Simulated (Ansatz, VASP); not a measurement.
**Br: VASP beside Ansatz**

The input INCAR:

```
SYSTEM = Br
  ALGO = Normal
  EDIFF = 1E-7
  EDIFFG = -0.01
  ENCUT = 600
  GGA = RE
  IBRION = 2
  ISIF = 3
  ISMEAR = -1
  LASPH = .True.
  LCHARG = .False.
  LREAL = .False.
  LWAVE = .False.
  NELM = 80
  NSW = 80
  PREC = Accurate
  SIGMA = 0.05
```

KPOINTS

```
k-points
0
Gamma
  5 5 2
  0 0 0
```

File POSCAR:

```
Br
1.0
    3.2836000000     -2.2339000000      0.0000000000
    3.2836000000      2.2339000000      0.0000000000
    0.0000000000      0.0000000000      8.6938000000
Br
4
Direct
    0.8610000000      0.1390000000      0.1114000000
    0.6390000000      0.3610000000      0.6114000000
    0.1390000000      0.8610000000      0.8886000000
    0.3610000000      0.6390000000      0.3886000000
```

Input for Ansatz:

```yaml
crystal:
  lattice:
    - [3.2836, -2.2339, 0.0]
    - [3.2836, 2.2339, 0.0]
    - [0.0, 0.0, 8.6938]
  atoms:
    - { symbol: Br, position: [0.861, 0.139, 0.1114] }
    - { symbol: Br, position: [0.639, 0.361, 0.6114] }
    - { symbol: Br, position: [0.139, 0.861, 0.8886] }
    - { symbol: Br, position: [0.361, 0.639, 0.3886] }
hamiltonian:
  xc: revpbe
  pseudopotentials:
    kind: paw
    azcp:
      Br: "pseudopotentials/Br.paw.azcp"
basis:
  ecutwfc: 420
  fft_grid_basis: typed
kpoints:
  mp_grid: { grid: [5, 5, 2], shift: [0, 0, 0] }
magnetization:
  spin_polarized: false
scf:
  occupations: { method: fermi_dirac, width: 0.05 }
relax:
  max_steps: 60
  f_tol: 0.01
  cell: {}
```

Alike in both runs: task relaxation of cell and atoms; functional revPBE; k mesh 5 × 5 × 2; occupations fermi-dirac, width 0.05 eV; no spin polarisation.

|  | VASP | Ansatz |
| --- | --- | --- |
| version | VASP 6.6.1 | Ansatz 0.2.0 |
| potentials or method | VASP PAW PBE potentials, release 64 (Br), cutoff 600 eV | plane waves (420 eV) with PAW, scalar-relativistic |
| valence electrons in the cell | 28 | 28 |

|  | VASP | Ansatz | Ansatz less VASP |
| --- | --- | --- | --- |
| relaxed volume (Å³/atom) | 53.19 | 55.91 | +2.719 |
| relaxed cell length with the largest relative difference (Å) | 5.565 | 5.788 | +0.2232 |

VASP's potentials were made for PBE, not for revPBE. One of these differences is far larger than is usual between the two programs; its cause wasn't traced.

Noted on VASP's run: the volume moved by over 15 % at a fixed basis, so the end points are rough.
